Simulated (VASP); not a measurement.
# HfZrS4 (C2/m) in VASP: a series of runs

HfZrS4 is run at these levels: PBE; tasks: single point.

Everything below comes from runs of VASP 6.6.1. Logs are shortened: lines on timing, memory, paths and dates and some standing lists are left out, and cuts for length are marked.

**1. The cell of the first run**

Symmetry: C2/m, No. 12, monoclinic system. The conventional cell has a = 13.198 Å, b = 3.607 Å, c = 6.247 Å, α = 90.00°, β = 118.25°, γ = 90.00°. Within 3.3 Å of Zr (site symmetry 2/m) lie 6 S at 2.54 Å. Hf (site symmetry 2/m) has 6 S at 2.54 Å within 3.3 Å. S (site symmetry m) has 1 Zr at 2.54 Å and 2 Hf at 2.54 Å within 3.3 Å. Within 3.3 Å of S (site symmetry m) lie 1 Hf at 2.54 Å and 2 Zr at 2.54 Å.

**2. Single point, PBE**

INCAR reads:

```
SYSTEM = HfZrS4
PREC = Accurate ; ENCUT = 520
EDIFF = 1E-6 ; ISMEAR = 0
SIGMA = 0.1 ; LREAL = .False.
LASPH = .True. ; NELM = 100
ALGO = Normal ; ISIF = 2
LWAVE = .False. ; LCHARG = .True.
GGA = PE ; LELF = .True.
LVHAR = .True. ; NBANDS = 32
```

KPOINTS reads:

```
regular mesh
0
Gamma
  6 6 6
  0 0 0
```

POSCAR reads:

```
HfZrS4
1.0
    6.5989808300     -1.8034687700      0.0000000000
    6.5989808300      1.8034687700      0.0000000000
   -2.9572744900      0.0000000000      5.5031375500
Zr Hf S
1 1 4
Direct
    0.5000000000      0.5000000000      0.5000000000
    0.0000000000      0.0000000000      0.0000000000
    0.3754000000      0.3754000000      0.0420666700
    0.8754000000      0.8754000000      0.5420666700
    0.6246000000      0.6246000000      0.9579333300
    0.1246000000      0.1246000000      0.4579333300
```

Potentials or basis: VASP PAW PBE potentials, release 64 (Zr_sv, Hf_pv, S).

Launch:

```console
$ cat potpaw_PBE.64/Zr_sv/POTCAR potpaw_PBE.64/Hf_pv/POTCAR potpaw_PBE.64/S/POTCAR > POTCAR
$ mpirun -np 1 vasp_std > vasp.out
```

OUTCAR:

```text
SYSTEM = HfZrS4
   PREC = Accurate
   ENCUT = 520
   EDIFF = 1E-6
   ISMEAR = 0
   LREAL = .False.
   LASPH = .True.
   NELM = 100
   ISIF = 2
   GGA = PE

 ion  position               nearest neighbor table
   1  0.500  0.500  0.500-   3 2.54   5 2.54   6 2.54   6 2.54   4 2.54   4 2.54   2 3.61   2 3.61
                             2 3.61   2 3.61
   2  0.000  0.000  0.000-   4 2.54   6 2.54   5 2.54   5 2.54   3 2.54   3 2.54   1 3.61   1 3.61
                             1 3.61   1 3.61
   3  0.375  0.375  0.042-   1 2.54   2 2.54   2 2.54
   4  0.875  0.875  0.542-   2 2.54   1 2.54   1 2.54
   5  0.625  0.625  0.958-   1 2.54   2 2.54   2 2.54
   6  0.125  0.125  0.458-   2 2.54   1 2.54   1 2.54

  LATTYP: Found a body centered orthorhombic cell.
 ALAT       =     3.6069375400
 B/A-ratio  =     1.7320508087
 C/A-ratio  =     3.2231414041

  Lattice vectors:

 A1 = (  -6.5989808300,   1.8034687700,   0.0000000000)
 A2 = (  -3.6417063400,  -1.8034687700,  -5.5031375500)
 A3 = (   3.6417063400,  -1.8034687700,   5.5031375500)

Analysis of symmetry for initial positions (statically):
=====================================================================
 Subroutine PRICEL returns:
 Original cell was already a primitive cell.

 Routine SETGRP: Setting up the symmetry group for a
 body centered orthorhombic supercell.

 Subroutine GETGRP returns: Found  4 space group operations
 (whereof  4 operations were pure point group operations)
 out of a pool of  8 trial point group operations.

The static configuration has the point symmetry C_2h.

Analysis of symmetry for dynamics (positions and initial velocities):
=====================================================================
 Subroutine PRICEL returns:
 Original cell was already a primitive cell.

 Routine SETGRP: Setting up the symmetry group for a
 body centered orthorhombic supercell.

 Subroutine GETGRP returns: Found  4 space group operations
 (whereof  4 operations were pure point group operations)
 out of a pool of  8 trial point group operations.

The dynamic configuration has the point symmetry C_2h.

 Subroutine INISYM returns: Found  4 space group operations
 (whereof  4 operations are pure point group operations),
 and found     1 'primitive' translations

----------------------------------------------------------------------------------------

                                     Primitive cell

[... 101 lines left out ...]
   NSW    =      0    number of steps for IOM
   IBRION =     -1    ionic relax: 0-MD 1-quasi-New 2-CG
   NFREE  =      0    steps in history (QN), initial steepest desc. (CG)
   ISIF   =      2    stress and relaxation
   ISYM   =      2    0-nonsym 1-usesym 2-fastsym
   POTIM  = 0.5000    time-step for ionic-motion
   TEBEG  =    0.0;   TEEND  =   0.0 temperature during run
   PSTRESS=    0.0 pullay stress
   NELECT =      46.0000    total number of electrons
   NUPDOWN=      -1.0000    fix difference up-down
   EMIN   =  10.00;   EMAX   =-10.00  energy-range for DOS
   EFERMI =   0.00;   METHOD = LEGACY
   ISMEAR =     0;   SIGMA  =   0.10  broadening in eV -4-tet -1-fermi 0-gaus
   EFERMI_NEDOS =   21; number of points for ismear=-14 and -15
   IALGO  =     38    algorithm
   IMIX   =      4    mixing-type and parameters
     AMIX     =   0.40;   BMIX     =  1.00
     AMIX_MAG =   1.60;   BMIX_MAG =  1.00
  volume/ion in A,a.u.               =      21.83       147.32
  Fermi-wavevector in a.u.,A,eV,Ry     =   1.155009  2.182651 18.150805  1.334047
  Thomas-Fermi vector in A             =   2.291641
   LORBIT       =      0    0 simple, 1 ext, 2 COOP (PROOUT), +10 PAW based schemes
   GGA     = PE    functional components
   LHFCALC =     F    Hartree Fock is set to
   AEXX    =    0.0000 exact exchange contribution
   IVDW    =     0    specifies the selected vdW correction
   LEPSILON=     F    determine dielectric tensor
   LRPA    =     F    only Hartree local field effects (RPA)
 non-spin polarized calculation
 Gauss-broadening in eV      SIGMA  =   0.10
  energy-cutoff  :      520.00
  volume of cell :      130.99
 maximum number of plane-waves:      3553
 NGX is ok and might be reduce to    54
   NGX = 25   NGY = 25   NGZ = 23

 number of electron      46.0000001 magnetization

 Free energy of the ion-electron system (eV)
  ---------------------------------------------------
  ext. energy  EPLUGINS =         0.00000000
  ---------------------------------------------------
  free energy    TOTEN  =       -44.21772094 eV

  energy without entropy =      -44.21772094  energy(sigma->0) =      -44.21772094

 E-fermi :   4.7298     XC(G=0):  -9.7766

 val. band max:        4.3297746218   @ k =   0.0000   0.0000   0.0000
 cond. band min:       5.1801614307   @ k =   0.0000   0.0000   0.0000
 fundamental gap:      0.8503868089
 Fermi energy:         4.7297550879

 k-point     1 :       0.0000    0.0000    0.0000
  band No.  band energies     occupation
      1     -44.5885      2.00000
      2     -26.4092      2.00000
      3     -26.3928      2.00000
      4     -26.3233      2.00000
      5     -22.6752      2.00000
      6     -22.6597      2.00000
[... 829 lines left out ...]
     31       9.4206      0.00000
     32       9.6033      0.00000

 [... further k-points ...]

------------------------ aborting loop because EDIFF is reached ----------------------------------------

  FORCE on cell =-STRESS in cart. coord.  units (eV):
  Direction    XX          YY          ZZ          XY          YZ          ZX
  --------------------------------------------------------------------------------------
  -------------------------------------------------------------------------------------
  Total        2.9365054      3.2352212      3.0418363      0.0000000      0.0000000     -0.0745142
  in kB       35.9182793     39.5720644     37.2066497      0.0000000      0.0000000     -0.9114311
  external PRESSURE =      37.5656645 kB  Pullay stress =       0.0000000 kB

 VOLUME and BASIS-vectors are now :
 -----------------------------------------------------------------------------
  energy-cutoff  :      520.00
  volume of cell :      130.99
      direct lattice vectors                 reciprocal lattice vectors
     6.598980830 -1.803468770  0.000000000     0.075769276 -0.277243503  0.040716872
     6.598980830  1.803468770  0.000000000     0.075769276  0.277243503  0.040716872
    -2.957274490  0.000000000  5.503137550     0.000000000  0.000000000  0.181714520

 POSITION                                       TOTAL-FORCE (eV/Angst)
 -----------------------------------------------------------------------------------
      5.12034      0.00000      2.75157        -0.000000      0.000000      0.000000
      0.00000      0.00000      0.00000        -0.000000     -0.000000      0.000000
      4.83011      0.00000      0.23150        -0.020514     -0.000000     -0.245580
      9.95046      0.00000      2.98307        -0.297158     -0.000000      0.074198
      5.41058      0.00000      5.27164         0.020514     -0.000000      0.245580
      0.29023      0.00000      2.52007         0.297158     -0.000000     -0.074198
 -----------------------------------------------------------------------------------
    total drift:                                0.000000      0.000000      0.000000

  FREE ENERGIE OF THE ION-ELECTRON SYSTEM (eV)
  ---------------------------------------------------
  free  energy   TOTEN  =       -44.2177209382 eV

  energy  without entropy=      -44.2177209382  energy(sigma->0) =      -44.21772094
```

OSZICAR:

```text
N       E                     dE             d eps       ncg     rms          rms(c)
DAV:   1     0.308409730608E+03    0.30841E+03   -0.22292E+04  4360   0.131E+03
DAV:   2    -0.241676363253E+02   -0.33258E+03   -0.31887E+03  5496   0.319E+02
DAV:   3    -0.465519098565E+02   -0.22384E+02   -0.22153E+02  6608   0.706E+01
DAV:   4    -0.479079182435E+02   -0.13560E+01   -0.13537E+01  7096   0.141E+01
DAV:   5    -0.479659903427E+02   -0.58072E-01   -0.58070E-01  6072   0.203E+00    0.531E+01
DAV:   6    -0.443460382689E+02    0.36200E+01   -0.90079E+00  5024   0.138E+01    0.359E+01
DAV:   7    -0.442203096067E+02    0.12573E+00   -0.22355E+00  6328   0.658E+00    0.124E+01
DAV:   8    -0.442329179934E+02   -0.12608E-01   -0.24457E-01  5592   0.221E+00    0.171E+00
DAV:   9    -0.442176059815E+02    0.15312E-01   -0.56094E-02  5856   0.111E+00    0.875E-01
DAV:  10    -0.442177644021E+02   -0.15842E-03   -0.11348E-02  5584   0.455E-01    0.459E-01
DAV:  11    -0.442177098722E+02    0.54530E-04   -0.30216E-04  5568   0.830E-02    0.133E-01
DAV:  12    -0.442177189812E+02   -0.91090E-05   -0.10769E-04  6144   0.523E-02    0.214E-02
DAV:  13    -0.442177200417E+02   -0.10604E-05   -0.10084E-05  6032   0.149E-02    0.997E-03
DAV:  14    -0.442177209382E+02   -0.89656E-06   -0.13091E-06  4088   0.603E-03
   1 F= -.44217721E+02 E0= -.44217721E+02  d E =-.304696E-10
```

stdout:

```text
POSCAR found type information on POSCAR ZrHfS
 POSCAR found :  3 types and       6 ions
 scaLAPACK will be used
 LDA part: xc-table for (Slater+PW92), standard interpolation
 POSCAR, INCAR and KPOINTS ok, starting setup
 FFT: planning ... GRIDC
 FFT: planning ... GRID_SOFT
 FFT: planning ... GRID
 WAVECAR not read
 entering main loop
```

Wall time 16 min (1 thread of Oxide Virtual Turin-like, shared host); peak memory 0.51 GiB.

What came out:

```
Free energy            : -44.2177 eV
Pressure               : 3.8 GPa
Largest force          : 0.306 eV/Å
Band gap on the k mesh : 0.85 eV, direct
```

Forces in eV/Å, atoms in the order of the input:
```
Zr   0.000  0.000  0.000
Hf   0.000  0.000  0.000
S   -0.021  0.000 -0.246
S   -0.297  0.000  0.074
S    0.021  0.000  0.246
S    0.297  0.000 -0.074
```

Stress tensor (GPa, compression positive):
```
 3.59  0.00 -0.09
 0.00  3.96  0.00
-0.09  0.00  3.72
```

Levels at points of the mesh, in eV from the valence-band top:
```tsv
k point	band 21	band 22	band 23	band 24	band 25	band 26
(0.00, 0.00, 0.00)	-0.11	-0.11	0.00	0.85	1.72	1.75
(0.50, 0.00, 0.00)	-2.10	-1.43	-1.33	2.08	2.45	2.65
(0.50, 0.50, 0.00)	-1.34	-0.27	-0.27	1.04	1.68	1.71
(0.00, 0.00, 0.50)	-0.91	-0.41	-0.37	1.25	1.47	2.76
(0.50, 0.50, 0.50)	-1.15	-0.97	-0.92	1.34	1.52	2.76
(0.50, 0.00, 0.50)	-1.34	-1.02	-0.87	0.85	1.05	3.49
```

Caveat: spin-orbit coupling is left out, which moves the levels of the heavy elements.

**3. Single point, PBE**

This run uses another cell than the first one, of 25.37 Å³/atom, 1.162 times its volume.

INCAR reads:

```
ALGO = Normal
EDIFF = 1E-7
ENCUT = 520
GGA = PE
ISIF = 2
ISMEAR = 0
LASPH = T
LCHARG = T
LELF = T
LREAL = F
LVHAR = T
LWAVE = F
NBANDS = 32
NELM = 80
PREC = Accurate
SIGMA = 0.1
```

KPOINTS reads:

```
k-points
0
Gamma
  6 6 6
```

POSCAR reads:

```
HfZrS4
1.0
    7.2550569364     -1.8352210677      0.2948722156
    7.2550569364      1.8352210677      0.2948722156
   -3.0053841570      0.0000000000      5.5936934276
Zr Hf S
1 1 4
Direct
    0.5000000000      0.5000000000      0.5000000000
    0.0000000000      0.0000000000      0.0000000000
    0.3894021470      0.3894021470      0.0538516988
    0.8891882776      0.8891882776      0.5580095817
    0.6105978530      0.6105978530      0.9461483012
    0.1108117224      0.1108117224      0.4419904183
```

Potentials or basis: VASP PAW PBE potentials, release 64 (Zr_sv, Hf_pv, S).

Launch:

```console
$ cat potpaw_PBE.64/Zr_sv/POTCAR potpaw_PBE.64/Hf_pv/POTCAR potpaw_PBE.64/S/POTCAR > POTCAR
$ mpirun -np 1 vasp_std > vasp.out
```

Run time: 17 min. Hardware: 1 thread of Oxide Virtual Turin-like, shared host; peak memory 0.56 GiB.

Results (log left out):

```yaml
Free_energy: -44.3618 eV
Pressure: -0.1 GPa
Largest_force: 0.051 eV/Å
Band_gap_on_the_k_mesh: 1.15 eV, direct
```

Forces on the atoms (eV/Å):
```
Zr   0.000  0.000  0.000
Hf   0.000  0.000  0.000
S    0.047  0.000 -0.018
S   -0.012  0.000  0.038
S   -0.047  0.000  0.018
S    0.012  0.000 -0.038
```

Stress tensor (GPa, compression positive):
```
-0.06  0.00  0.07
 0.00 -0.19  0.00
 0.07  0.00 -0.15
```

Levels at points of the mesh, in eV from the valence-band top:
| k point | band 19 | band 20 | band 21 | band 22 | band 23 | band 24 | band 25 | band 26 | band 27 | band 28 |
| --- | --- | --- | --- | --- | --- | --- | --- | --- | --- | --- |
| (0.00, 0.00, 0.00) | -0.97 | -0.97 | -0.31 | -0.01 | 0.00 | 1.15 | 1.84 | 1.90 | 2.54 | 3.71 |
| (0.50, 0.00, 0.00) | -2.03 | -2.02 | -1.91 | -1.17 | -1.06 | 2.22 | 2.66 | 2.74 | 3.16 | 3.48 |
| (0.50, 0.50, 0.00) | -1.43 | -1.28 | -1.05 | -0.04 | -0.03 | 1.26 | 1.83 | 1.90 | 2.77 | 3.72 |
| (0.00, 0.00, 0.50) | -2.28 | -0.88 | -0.83 | -0.37 | -0.34 | 1.44 | 1.72 | 2.81 | 3.33 | 3.33 |
| (0.50, 0.00, 0.50) | -2.17 | -1.43 | -1.06 | -0.96 | -0.94 | 1.15 | 1.29 | 3.45 | 3.75 | 3.93 |
| (0.50, 0.50, 0.50) | -2.20 | -0.93 | -0.88 | -0.58 | -0.54 | 1.51 | 1.78 | 2.80 | 3.12 | 3.33 |

Caveat: spin-orbit coupling is left out, which moves the levels of the heavy elements. PBE gaps usually lie below the measured ones, often by a third to a half.
